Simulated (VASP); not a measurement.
Here is a VASP 6.6.1 calculation.

File INCAR:

```
ALGO = Normal
EDIFF = 1E-7
ENCUT = 520
GGA = PS
ISIF = 2
ISMEAR = -1
ISYM = 0
LASPH = T
LCHARG = T
LELF = T
LREAL = Auto
LVHAR = T
LWAVE = F
NBANDS = 186
NELM = 100
PREC = Accurate
SIGMA = 0.05
```

File KPOINTS:

```
Automatic mesh
0
Gamma
  1 1 1
  0.25 0.25 0.25
```

File POSCAR:

```
Mg7ZnO8
1.0
    8.4415804388      0.0000000000      0.0000000000
    0.0000000000      8.4415804388      0.0000000000
    0.0000000000      0.0000000000      8.4415804388
O Mg Zn
32 28 4
Direct
    0.2501300000      0.0002440000      0.9992340000
    0.2501840000      0.0002160000      0.4999580000
    0.2501480000      0.5007650000      0.9992550000
    0.2501830000      0.5008120000      0.4999220000
    0.7496790000      0.0001000000      0.9965260000
    0.7497280000      0.9979000000      0.5023660000
    0.7496390000      0.5007210000      0.9965210000
    0.7498850000      0.5034040000      0.5025330000
    0.9995710000      0.2505320000      0.0002100000
    0.0022250000      0.2506380000      0.4994570000
    0.9995740000      0.7505310000      0.0000830000
    0.9996080000      0.7505910000      0.4991050000
    0.5002960000      0.2504870000      0.0001690000
    0.4977090000      0.2504180000      0.4991960000
    0.5003920000      0.7505350000      0.0026370000
    0.5002360000      0.7504200000      0.4964560000
    0.0025150000      0.0008650000      0.2498720000
    0.9998820000      0.0008290000      0.7494310000
    0.0024940000      0.5004340000      0.2498510000
    0.9998780000      0.5002750000      0.7494680000
    0.4973760000      0.0006320000      0.2496720000
    0.5001090000      0.0033510000      0.7494380000
    0.4974080000      0.5001080000      0.2496670000
    0.4999440000      0.4976550000      0.7492790000
    0.2498820000      0.2505080000      0.2495960000
    0.2498760000      0.2504980000      0.7498140000
    0.2498450000      0.7505080000      0.2495170000
    0.2473700000      0.7504480000      0.7495610000
    0.7499200000      0.2504530000      0.2476590000
    0.7501310000      0.2506180000      0.7525040000
    0.7500810000      0.7504930000      0.2494080000
    0.7525160000      0.7506240000      0.7497260000
    0.9996780000      0.0005370000      0.9997950000
    0.9993990000      0.0007270000      0.4993830000
    0.9996720000      0.5005230000      0.9997980000
    0.9994000000      0.5004190000      0.4994010000
    0.5002090000      0.0003490000      0.9996260000
    0.5004870000      0.0005310000      0.4994410000
    0.5001910000      0.5005910000      0.9996240000
    0.5004880000      0.5004710000      0.4994510000
    0.2500140000      0.2505070000      0.9998300000
    0.2500160000      0.2505230000      0.4995910000
    0.2501620000      0.7505030000      0.9995210000
    0.2501620000      0.7505040000      0.4996330000
    0.7498530000      0.2505170000      0.0000780000
    0.7497380000      0.7505200000      0.9995990000
    0.7497850000      0.7505500000      0.4993710000
    0.2500070000      0.0005630000      0.2496970000
    0.2501520000      0.0003940000      0.7494910000
    0.2500070000      0.5004540000      0.2496980000
    0.2501440000      0.5006370000      0.7494740000
    0.7497700000      0.0004880000      0.7494540000
    0.7497750000      0.5005800000      0.7494470000
    0.9991540000      0.2505440000      0.2500690000
    0.9997610000      0.2505610000      0.7495860000
    0.9996610000      0.7505390000      0.2496810000
    0.9998010000      0.7505430000      0.7494970000
    0.5007230000      0.2504670000      0.2499790000
    0.5001610000      0.2505040000      0.7495450000
    0.5002520000      0.7504870000      0.2496000000
    0.7498780000      0.2505480000      0.5005250000
    0.7498460000      0.0002420000      0.2492790000
    0.7498510000      0.5007720000      0.2493190000
    0.5001780000      0.7505020000      0.7494300000
```

Potentials or basis: VASP PAW PBE potentials, release 64 (O, Mg, Zn).

Command:

```bash
$ cat potpaw_PBE.64/O/POTCAR potpaw_PBE.64/Mg/POTCAR potpaw_PBE.64/Zn/POTCAR > POTCAR
$ mpirun -np 1 vasp_std > vasp.out
```

Problem. Estimate the largest force.

Solution. 0.072 eV/Å.

Problem. What does it give for the pressure?

Solution. -0.3 GPa.

Forces in eV/Å, atoms in the order of the input:
```
O    0.002  0.000 -0.005
O   -0.001 -0.003  0.001
O    0.003  0.004 -0.004
O   -0.001  0.005  0.000
O    0.006  0.010 -0.039
O    0.000 -0.054  0.049
O    0.006  0.012 -0.040
O   -0.014  0.034  0.038
O   -0.002  0.002  0.002
O    0.044 -0.004 -0.009
O   -0.004  0.002  0.002
O   -0.001  0.002 -0.005
O    0.000 -0.001  0.002
O   -0.044  0.008  0.003
O   -0.006 -0.006  0.043
O    0.007  0.008 -0.040
O    0.043 -0.008 -0.008
O   -0.002  0.005 -0.004
O    0.044 -0.009 -0.006
O    0.001 -0.001 -0.002
O   -0.044  0.012  0.006
O   -0.007  0.040 -0.007
O   -0.044  0.009  0.007
O    0.007 -0.044  0.006
O    0.001  0.001 -0.001
O   -0.001 -0.001  0.001
O   -0.001  0.002 -0.001
O   -0.043  0.007  0.006
O    0.007  0.008 -0.046
O   -0.006 -0.007  0.045
O    0.000  0.003 -0.004
O    0.044 -0.006 -0.007
Mg   0.000 -0.001  0.001
Mg   0.002 -0.002  0.002
Mg   0.000 -0.001  0.000
Mg   0.004  0.000  0.002
Mg  -0.002  0.002  0.001
Mg  -0.002 -0.002  0.001
Mg  -0.002 -0.001 -0.001
Mg  -0.001 -0.003  0.000
Mg   0.000 -0.001  0.000
Mg   0.000 -0.001  0.000
Mg   0.000 -0.001  0.001
Mg  -0.002  0.000 -0.001
Mg   0.001 -0.003 -0.002
Mg   0.003 -0.003  0.001
Mg   0.000  0.001  0.003
Mg   0.000 -0.001  0.001
Mg   0.000 -0.001  0.001
Mg   0.000 -0.001  0.000
Mg  -0.002 -0.003  0.001
Mg   0.002  0.001  0.001
Mg   0.001  0.000  0.003
Mg   0.002  0.001 -0.001
Mg   0.002 -0.002  0.002
Mg   0.002  0.001  0.000
Mg   0.000 -0.001  0.001
Mg  -0.004 -0.003 -0.001
Mg   0.000 -0.001  0.001
Mg  -0.002 -0.003  0.001
Zn   0.000  0.002  0.004
Zn   0.000 -0.002 -0.002
Zn   0.000  0.001 -0.002
Zn   0.000  0.000  0.000
```

Caveat: the k points lie up to 0.74 Å⁻¹ apart; the PAW data sets were made with another functional, which shifts forces and pressure a little.
